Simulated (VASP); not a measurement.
Set up this calculation in VASP 6.6.1, as the native input.

```yaml
Task: relaxation of the atoms
Functional: PBE
Potentials_or_basis: VASP PAW PBE potentials, release 64 (Ta_pv)
Cutoff: 450 eV
k_mesh: 13 × 13 × 1
Occupations: fermi-dirac, width 0.1 eV
Spin: no spin polarisation
Dipole_correction: yes
Further_INCAR_settings: ALGO = Normal; EDIFF = 1e-07; NELMDL = -8; IBRION = 2; EDIFFG = -0.01; NSW = 32
```

The structure of Ta lies in POSCAR:

```
Ta
1.0
    2.8752873597      0.0000000000      0.0000000000
   -0.9584291199      2.7108469199      0.0000000000
    0.0000000000      0.0000000000     20.6953000000
Ta
3
Direct
    0.0000000000      0.0000000000      0.3903954831
    0.5000000000      0.5000000000      0.4999999909
    0.0000000000      0.0000000000      0.6096045260
```

One way to write it, as run:

INCAR

```
PREC = Accurate ; ENCUT = 450
EDIFF = 1E-7 ; ISMEAR = -1
SIGMA = 0.1 ; LREAL = False
LASPH = True ; NELM = 120
ALGO = Normal ; ISIF = 2
LWAVE = False ; LCHARG = False
LDIPOL = True ; IDIPOL = 3
DIPOL = 0.5 0.5 0.500 ; GGA = PE
IBRION = 2 ; NSW = 32
EDIFFG = -0.01 ; GGA_COMPAT = False
NELMIN = 4 ; NELMDL = -8
```

KPOINTS

```
Automatic mesh
0
Gamma
  13 13 1
```

Potentials or basis: VASP PAW PBE potentials, release 64 (Ta_pv).

Command:

```bash
$ cat potpaw_PBE.64/Ta_pv/POTCAR > POTCAR
$ mpirun -np 1 vasp_std > vasp.out
```

Results of the run:

The largest force after relaxing is 0.004 eV/Å and the band gap on the k mesh is zero (an odd number of electrons rules out a gap without spin polarisation).

Caveat: the relaxation stopped at its first step, so nothing moved; spin-orbit coupling is left out, which moves the levels of the heavy elements.

Run time: 82 s on 1 thread of Intel(R) Xeon(R) 6975P-C (Granite Rapids), with other jobs on the host, peak memory 0.28 GiB.
